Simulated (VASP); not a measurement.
# Zr (P6_3/mmc) in VASP: a series of runs

Zr is run at these levels: PBE; tasks: single point.

Everything below comes from runs of VASP 6.6.1. Logs are shortened: lines on timing, memory, paths and dates and some standing lists are left out, and cuts for length are marked.

## 1. The cell of the first run

The structure is hexagonal, space group P6_3/mmc (No. 194). The conventional cell has a = 3.232 Å, b = 3.232 Å, c = 5.044 Å, α = 90.00°, β = 90.00°, γ = 120.00°. Zr (site symmetry -6m2) has 12 Zr at 3.14 to 3.23 Å within 4.1 Å.

## 2. Single point, PBE

File INCAR:

```
ALGO     = Fast           # electronic algorithm
EDIFF    = 1E-6           # SCF threshold, eV
ENCUT    = 520            # plane-wave cutoff, eV
GGA      = PE             # functional
ISIF     = 2              # what is computed and relaxed
ISMEAR   = -1             # smearing method
LASPH    = T              # aspherical terms in the spheres
LCHARG   = T              # write CHGCAR
LELF     = T              # ELF
LREAL    = F              # projectors in reciprocal space
LVHAR    = T            
LWAVE    = F              # write WAVECAR
NBANDS   = 19             # bands
NELM     = 80             # most SCF steps
PREC     = Accurate       # precision mode
SIGMA    = 0.05           # smearing width, eV
```

File KPOINTS:

```
k-points
0
Gamma
  8 8 5
```

File POSCAR:

```
Zr
1.0
    3.2320000000      0.0000000000      0.0000000000
   -1.6160000000      2.7989941050      0.0000000000
    0.0000000000      0.0000000000      5.0440600000
Zr
2
Direct
    0.6666666667      0.3333333333      0.7500000000
    0.3333333333      0.6666666667      0.2500000000
```

Potentials or basis: VASP PAW PBE potentials, release 64 (Zr_sv).

Command:

```console
$ cat potpaw_PBE.64/Zr_sv/POTCAR > POTCAR
$ mpirun -np 1 vasp_std > vasp.out
```

OUTCAR:

```text
EDIFF = 1E-6
   ENCUT = 520
   GGA = PE
   ISIF = 2
   ISMEAR = -1
   LASPH = T
   LREAL = F
   NELM = 80
   PREC = Accurate

 ion  position               nearest neighbor table
   1  0.667  0.333  0.750-   2 3.14   2 3.14   2 3.14   2 3.14   2 3.14   2 3.14
   2  0.333  0.667  0.250-   1 3.14   1 3.14   1 3.14   1 3.14   1 3.14   1 3.14

  LATTYP: Found a hexagonal cell.
 ALAT       =     3.2320000000
 C/A-ratio  =     1.5606621287

  Lattice vectors:

 A1 = (   3.2320000000,   0.0000000000,   0.0000000000)
 A2 = (  -1.6160000000,   2.7989941050,   0.0000000000)
 A3 = (   0.0000000000,   0.0000000000,   5.0440600000)

Analysis of symmetry for initial positions (statically):
=====================================================================
 Subroutine PRICEL returns:
 Original cell was already a primitive cell.

 Routine SETGRP: Setting up the symmetry group for a
 hexagonal supercell.

 Subroutine GETGRP returns: Found 24 space group operations
 (whereof 12 operations were pure point group operations)
 out of a pool of 24 trial point group operations.

The static configuration has the point symmetry D_3d.
 The point group associated with its full space group is D_6h.

Analysis of symmetry for dynamics (positions and initial velocities):
=====================================================================
 Subroutine PRICEL returns:
 Original cell was already a primitive cell.

 Routine SETGRP: Setting up the symmetry group for a
 hexagonal supercell.

 Subroutine GETGRP returns: Found 24 space group operations
 (whereof 12 operations were pure point group operations)
 out of a pool of 24 trial point group operations.

The dynamic configuration has the point symmetry D_3d.
 The point group associated with its full space group is D_6h.

 Subroutine INISYM returns: Found 24 space group operations
 (whereof 12 operations are pure point group operations),
 and found     1 'primitive' translations

----------------------------------------------------------------------------------------

                                     Primitive cell

  volume of cell :      45.6303

  direct lattice vectors                    reciprocal lattice vectors
     3.232000000  0.000000000  0.000000000     0.309405941  0.178635603  0.000000000
    -1.616000000  2.798994105  0.000000000     0.000000000  0.357271206  0.000000000
     0.000000000  0.000000000  5.044060000     0.000000000  0.000000000  0.198252995

  length of vectors
     3.232000000  3.232000000  5.044060000     0.357271206  0.357271206  0.198252995

  position of ions in fractional coordinates (direct lattice)
     0.666666667  0.333333333  0.750000000
     0.333333333  0.666666667  0.250000000

  ion indices of the primitive-cell ions
   primitive index   ion index
                 1           1
                 2           2

----------------------------------------------------------------------------------------

 KPOINTS: k-points

Automatic generation of k-mesh.
 Grid dimensions read from file:
 generate k-points for:    8    8    5

 Generating k-lattice:

  Cartesian coordinates                     Fractional coordinates (reciprocal lattice)
     0.038675743  0.022329450  0.000000000     0.125000000  0.000000000  0.000000000
     0.000000000  0.044658901  0.000000000     0.000000000  0.125000000  0.000000000
     0.000000000  0.000000000  0.039650599     0.000000000  0.000000000  0.200000000

  Length of vectors
     0.044658901  0.044658901  0.039650599

  Shift w.r.t. Gamma in fractional coordinates (k-lattice)
     0.000000000  0.000000000  0.000000000

 Subroutine IBZKPT returns following result:
 ===========================================

 Found     30 irreducible k-points:

 Following reciprocal coordinates:
            Coordinates               Weight
  0.000000  0.000000  0.000000      1.000000
  0.125000  0.000000  0.000000      6.000000
  0.250000  0.000000  0.000000      6.000000
  0.375000  0.000000  0.000000      6.000000
  0.500000  0.000000  0.000000      3.000000
  0.125000  0.125000  0.000000      6.000000
[... 16 lines left out ...]
  0.250000  0.000000  0.400000     12.000000
  0.375000  0.000000  0.400000     12.000000
 [... further k-points ...]
   k-points           NKPTS =     30   k-points in BZ     NKDIM =     30   number of bands    NBANDS=     19
   number of dos      NEDOS =    301   number of ions     NIONS =      2
   total plane-waves  NPLWV =  23040
   dimension x,y,z NGX =    24 NGY =   24 NGZ =   40
   dimension x,y,z NGXF=    48 NGYF=   48 NGZF=   80
   ions per type =               2
   NGX,Y,Z   is equivalent  to a cutoff of  12.34, 12.34, 13.18 a.u.
   NGXF,Y,Z  is equivalent  to a cutoff of  24.69, 24.69, 26.37 a.u.
 SYSTEM =  unknown system
   PREC   = accura    normal or accurate (medium, high low for compatibility)
   ISTART =      0    job   : 0-new  1-cont  2-samecut
   ICHARG =      2    charge: 1-file 2-atom 10-const
   ISPIN  =      1    spin polarized calculation?
   LNONCOLLINEAR =      F non collinear calculations
   LSORBIT =      F    spin-orbit coupling
   LASPH  =      T    aspherical Exc in radial PAW
   ENCUT  =  520.0 eV  38.22 Ry    6.18 a.u.   6.01  6.01  9.38*2*pi/ulx,y,z
   NELM   =     80;   NELMIN=  2; NELMDL= -5     # of ELM steps
   EDIFF  = 0.1E-05   stopping-criterion for ELM
   LREAL  =      F    real-space projection
   EDIFFG = 0.1E-04   stopping-criterion for IOM
   NSW    =      0    number of steps for IOM
   IBRION =     -1    ionic relax: 0-MD 1-quasi-New 2-CG
   NFREE  =      0    steps in history (QN), initial steepest desc. (CG)
   ISIF   =      2    stress and relaxation
   ISYM   =      2    0-nonsym 1-usesym 2-fastsym
   POTIM  = 0.5000    time-step for ionic-motion
   TEBEG  =    0.0;   TEEND  =   0.0 temperature during run
   PSTRESS=    0.0 pullay stress
   NELECT =      24.0000    total number of electrons
   NUPDOWN=      -1.0000    fix difference up-down
   EMIN   =  10.00;   EMAX   =-10.00  energy-range for DOS
   EFERMI =   0.00;   METHOD = LEGACY
   ISMEAR =    -1;   SIGMA  =   0.05  broadening in eV -4-tet -1-fermi 0-gaus
   EFERMI_NEDOS =   21; number of points for ismear=-14 and -15
   IALGO  =     68    algorithm
   IMIX   =      4    mixing-type and parameters
     AMIX     =   0.40;   BMIX     =  1.00
     AMIX_MAG =   1.60;   BMIX_MAG =  1.00
  volume/ion in A,a.u.               =      22.82       153.96
  Fermi-wavevector in a.u.,A,eV,Ry     =   1.321480  2.497236 23.759995  1.746310
  Thomas-Fermi vector in A             =   2.451231
   LORBIT       =      0    0 simple, 1 ext, 2 COOP (PROOUT), +10 PAW based schemes
   GGA     = PE    functional components
   LHFCALC =     F    Hartree Fock is set to
   AEXX    =    0.0000 exact exchange contribution
   IVDW    =     0    specifies the selected vdW correction
   LEPSILON=     F    determine dielectric tensor
   LRPA    =     F    only Hartree local field effects (RPA)
 non-spin polarized calculation
 RMM-DIIS sequential band-by-band and
  energy-cutoff  :      520.00
  volume of cell :       45.63
 maximum number of plane-waves:      1245
   NGX = 13   NGY = 13   NGZ = 19

 number of electron      24.0000000 magnetization

 Free energy of the ion-electron system (eV)
  ---------------------------------------------------
  ext. energy  EPLUGINS =         0.00000000
  ---------------------------------------------------
  free energy    TOTEN  =       -17.02827182 eV

  energy without entropy =      -17.01038958  energy(sigma->0) =      -17.01933070

 E-fermi :   9.2608     XC(G=0): -11.1740

 val. band max:        9.2021740959   @ k =   0.1250   0.0000   0.4000
 cond. band min:       9.3113550029   @ k =   0.1250   0.0000   0.0000
 fundamental gap:      0.1091809070
 Fermi energy:         9.2607736895

 k-point     1 :       0.0000    0.0000    0.0000
  band No.  band energies     occupation
      1     -39.5882      2.00000
      2     -39.4072      2.00000
      3     -18.1683      2.00000
      4     -17.2453      2.00000
      5     -17.2453      2.00000
      6     -17.0788      2.00000
[... 11 lines left out ...]
     18      11.2473      0.00000
     19      13.7205      0.00000

 k-point     2 :       0.1250    0.0000    0.0000
  band No.  band energies     occupation
      1     -39.5699      2.00000
      2     -39.4010      2.00000
      3     -18.1181      2.00000
      4     -17.3478      2.00000
      5     -17.2801      2.00000
      6     -17.1849      2.00000
[... 11 lines left out ...]
     18      11.1836      0.00000
     19      13.9925      0.00000

 k-point     3 :       0.2500    0.0000    0.0000
  band No.  band energies     occupation
      1     -39.5234      2.00000
      2     -39.3883      2.00000
      3     -17.9823      2.00000
      4     -17.5954      2.00000
      5     -17.4276      2.00000
      6     -17.3586      2.00000
[... 11 lines left out ...]
     18      12.2259      0.00000
     19      14.4096      0.00000

 k-point     4 :       0.3750    0.0000    0.0000
  band No.  band energies     occupation
      1     -39.4703      2.00000
      2     -39.3817      2.00000
      3     -17.8415      2.00000
      4     -17.8069      2.00000
      5     -17.6542      2.00000
      6     -17.4323      2.00000
[... 11 lines left out ...]
     18      13.6201      0.00000
     19      14.6549      0.00000

 k-point     5 :       0.5000    0.0000    0.0000
  band No.  band energies     occupation
      1     -39.4432      2.00000
      2     -39.3840      2.00000
      3     -17.9424      2.00000
      4     -17.7443      2.00000
      5     -17.7025      2.00000
      6     -17.4618      2.00000
[... 11 lines left out ...]
     18      14.7260      0.00000
     19      15.7082      0.00000
[... 334 lines left out ...]
      2     -39.4705      2.00000
      3     -17.8015      2.00000
      4     -17.4578      2.00000
      5     -17.1882      2.00000
      6     -17.1882      2.00000
[... 11 lines left out ...]
     18      12.7853      0.00000
     19      13.6222      0.00000

 k-point    22 :       0.1250    0.0000    0.4000
  band No.  band energies     occupation
      1     -39.5123      2.00000
      2     -39.4601      2.00000
      3     -17.8032      2.00000
      4     -17.5119      2.00000
      5     -17.2607      2.00000
      6     -17.2155      2.00000
[... 11 lines left out ...]
     18      12.8137      0.00000
     19      13.6268      0.00000

 k-point    23 :       0.2500    0.0000    0.4000
  band No.  band energies     occupation
      1     -39.4771      2.00000
      2     -39.4354      2.00000
      3     -17.8545      2.00000
      4     -17.6944      2.00000
      5     -17.3774      2.00000
      6     -17.2792      2.00000
[... 11 lines left out ...]
     18      13.0656      0.00000
     19      13.6259      0.00000

 k-point    24 :       0.3750    0.0000    0.4000
  band No.  band energies     occupation
      1     -39.4398      2.00000
      2     -39.4124      2.00000
      3     -17.9873      2.00000
      4     -17.9023      2.00000
      5     -17.3983      2.00000
      6     -17.3409      2.00000
[... 11 lines left out ...]
     18      13.6880      0.00000
     19      14.0188      0.00000

 [... further k-points ...]

------------------------ aborting loop because EDIFF is reached ----------------------------------------

  FORCE on cell =-STRESS in cart. coord.  units (eV):
  Direction    XX          YY          ZZ          XY          YZ          ZX
  --------------------------------------------------------------------------------------
  -------------------------------------------------------------------------------------
  Total        0.4625393      0.4625393      1.4103538      0.0000000      0.0000000      0.0000000
  in kB       16.2407350     16.2407350     49.5205070      0.0000000      0.0000000      0.0000000
  external PRESSURE =      27.3339924 kB  Pullay stress =       0.0000000 kB

 VOLUME and BASIS-vectors are now :
 -----------------------------------------------------------------------------
  energy-cutoff  :      520.00
  volume of cell :       45.63
      direct lattice vectors                 reciprocal lattice vectors
     3.232000000  0.000000000  0.000000000     0.309405941  0.178635603  0.000000000
    -1.616000000  2.798994105  0.000000000     0.000000000  0.357271206  0.000000000
     0.000000000  0.000000000  5.044060000     0.000000000  0.000000000  0.198252995

 POSITION                                       TOTAL-FORCE (eV/Angst)
 -----------------------------------------------------------------------------------
      1.61600      0.93300      3.78304         0.000000     -0.000000      0.000000
     -0.00000      1.86600      1.26101        -0.000000      0.000000      0.000000
 -----------------------------------------------------------------------------------
    total drift:                               -0.000000      0.000000     -0.000000

  FREE ENERGIE OF THE ION-ELECTRON SYSTEM (eV)
  ---------------------------------------------------
  free  energy   TOTEN  =       -17.0282718212 eV

  energy  without entropy=      -17.0103895753  energy(sigma->0) =      -17.01933070
```

Run time: 22 s. Hardware: 1 thread of Intel Xeon Platinum 8488C (Sapphire Rapids), shared host; peak memory 0.16 GiB.

Results:

```
Free energy            : -17.0283 eV
Pressure               : 2.7 GPa
Band gap on the k mesh : zero (bands 12 and 13 overlap by 1.10 eV)
```

## 3. Single point, PBE

This run uses another cell than the first one, of 23.05 Å³/atom.

File INCAR:

```
  PREC = Accurate
  ENCUT = 520
  EDIFF = 1E-6
  ISMEAR = -1
  SIGMA = 0.05
  LREAL = F
  LASPH = T
  NELM = 100
  ALGO = Normal
  ISIF = 2
  LWAVE = F
  LCHARG = F
  GGA = PE
  NBANDS = 19
```

File KPOINTS:

```
regular mesh
0
Gamma
  8 8 5
```

POSCAR, as its differences from that of step 2:

```diff
@@ -4,3 +4,3 @@
    -1.6160000000      2.7989941050      0.0000000000
-    0.0000000000      0.0000000000      5.0440600000
+    0.0000000000      0.0000000000      5.0955300000
 Zr
```

Potentials or basis: VASP PAW PBE potentials, release 64 (Zr_sv).

Command:

```console
$ cat potpaw_PBE.64/Zr_sv/POTCAR > POTCAR
$ mpirun -np 1 vasp_std > vasp.out
```

It took 11 s on 1 thread of Intel Xeon Platinum 8488C (Sapphire Rapids), shared host; peak memory 0.16 GiB.

Results (log left out):

| Item | Value |
| --- | --- |
| Free energy | -17.0402 eV |
| Pressure | 1.7 GPa |
| Band gap on the k mesh | zero (bands 12 and 13 overlap by 1.11 eV) |

Stress tensor (GPa, compression positive):
```
0.94 0.00 0.00
0.00 0.94 0.00
0.00 0.00 3.14
```

Levels at points of the mesh, in eV from the Fermi level:
```tsv
k point	band 8	band 9	band 10	band 11	band 12	band 13	band 14	band 15	band 16	band 17
(0.00, 0.00, 0.00)	-26.35	-5.71	-3.09	0.81	0.81	1.07	1.26	1.53	1.53	2.05
(0.50, 0.00, 0.00)	-26.47	-2.64	-2.56	-2.19	-0.26	0.44	0.81	1.50	4.85	5.28
```

## 4. Single point, PBE

This run uses another cell than the first one, of 23.28 Å³/atom.

File INCAR:

```
SYSTEM = Zr
PREC = Accurate
ENCUT = 520
EDIFF = 1E-7
ISMEAR = -1
SIGMA = 0.05
LREAL = .False.
LASPH = .True.
NELM = 80
ALGO = Fast
ISIF = 2
LWAVE = .False.
LCHARG = .True.
GGA = PE
LELF = .True.
LVHAR = .True.
NBANDS = 19
```

File KPOINTS:

```
regular mesh
0
Gamma
  8 8 5
  0 0 0
```

POSCAR, as its differences from that of step 3:

```diff
@@ -4,3 +4,3 @@
    -1.6160000000      2.7989941050      0.0000000000
-    0.0000000000      0.0000000000      5.0955300000
+    0.0000000000      0.0000000000      5.1470000000
 Zr
```

Command:

```console
$ cat potpaw_PBE.64/Zr_sv/POTCAR > POTCAR
$ mpirun -np 1 vasp_std > vasp.out
```

Wall time 28 s (1 thread of Intel Xeon Platinum 8488C (Sapphire Rapids), shared host); peak memory 0.16 GiB.

The run converged. Its results:

| Quantity | Value |
| --- | --- |
| Free energy | -17.0468 eV |
| Pressure | 0.6 GPa |
| Band gap on the k mesh | zero (bands 12 and 13 overlap by 1.12 eV) |

Stress tensor (GPa, compression positive):
```
0.24 0.00 0.00
0.00 0.24 0.00
0.00 0.00 1.31
```

Levels at points of the mesh, in eV from the Fermi level:
| k point | band 9 | band 10 | band 11 | band 12 | band 13 | band 14 | band 15 | band 16 |
| --- | --- | --- | --- | --- | --- | --- | --- | --- |
| (0.00, 0.00, 0.00) | -5.69 | -3.06 | 0.83 | 0.83 | 0.98 | 1.14 | 1.52 | 1.52 |
| (0.50, 0.00, 0.00) | -2.60 | -2.54 | -2.17 | -0.25 | 0.51 | 0.76 | 1.43 | 4.86 |

## 5. Single point, PBE

This run uses another cell than the first one, of 23.51 Å³/atom.

File INCAR:

```
SYSTEM = Zr
PREC     = Accurate       ! precision mode
ENCUT    = 520            ! plane-wave cutoff, eV
EDIFF    = 1E-6           ! SCF threshold, eV
ISMEAR   = -1             ! smearing method
SIGMA    = 0.05           ! smearing width, eV
LREAL    = .False.        ! projectors in reciprocal space
LASPH    = .True.         ! aspherical terms in the spheres
NELM     = 80             ! most SCF steps
ALGO     = Normal         ! electronic algorithm
ISIF     = 2              ! what is computed and relaxed
LWAVE    = .False.        ! write WAVECAR
LCHARG   = .True.         ! write CHGCAR
GGA      = PE             ! functional
LELF     = .True.         ! ELF
LVHAR    = .True.       
NBANDS   = 19             ! bands
```

KPOINTS is that of step 4.

POSCAR, as its differences from that of step 4:

```diff
@@ -4,3 +4,3 @@
    -1.6160000000      2.7989941050      0.0000000000
-    0.0000000000      0.0000000000      5.1470000000
+    0.0000000000      0.0000000000      5.1984700000
 Zr
```

Command:

```console
$ cat potpaw_PBE.64/Zr_sv/POTCAR > POTCAR
$ mpirun -np 1 vasp_std > vasp.out
```

Wall time 12 s (1 thread of Intel Xeon Platinum 8488C (Sapphire Rapids), shared host); peak memory 0.16 GiB.

Results (log left out):

```
Free energy            : -17.0483 eV
Pressure               : -0.4 GPa
Band gap on the k mesh : zero (bands 12 and 13 overlap by 1.12 eV)
```

Levels at points of the mesh, in eV from the Fermi level:
| k point | band 10 | band 11 | band 12 | band 13 | band 14 | band 15 |
| --- | --- | --- | --- | --- | --- | --- |
| (0.00, 0.00, 0.00) | -3.03 | 0.85 | 0.85 | 0.90 | 1.03 | 1.52 |
| (0.50, 0.00, 0.00) | -2.51 | -2.15 | -0.22 | 0.58 | 0.70 | 1.37 |

## 6. Summary

| cell | gap on the mesh (eV) | pressure (GPa) |
| --- | --- | --- |
| a = 3.232, b = 3.232, c = 5.044 Å, angles 90.0, 90.0, 120.0°, 2 atoms | none | 2.7 |
| a = 3.232, b = 3.232, c = 5.096 Å, angles 90.0, 90.0, 120.0°, 2 atoms | none | 1.7 |
| a = 3.232, b = 3.232, c = 5.147 Å, angles 90.0, 90.0, 120.0°, 2 atoms | none | 0.6 |
| a = 3.232, b = 3.232, c = 5.198 Å, angles 90.0, 90.0, 120.0°, 2 atoms | none | -0.4 |

Alike in all rows: task single point; level PBE; potentials or basis VASP PAW PBE potentials, release 64 (Zr_sv); no spin polarisation; k mesh 8 × 8 × 5; cutoff (eV) 520; smearing fermi-dirac 0.05 eV.

Total energies depend on the potentials used, so only differences within one code and one set of settings carry meaning.
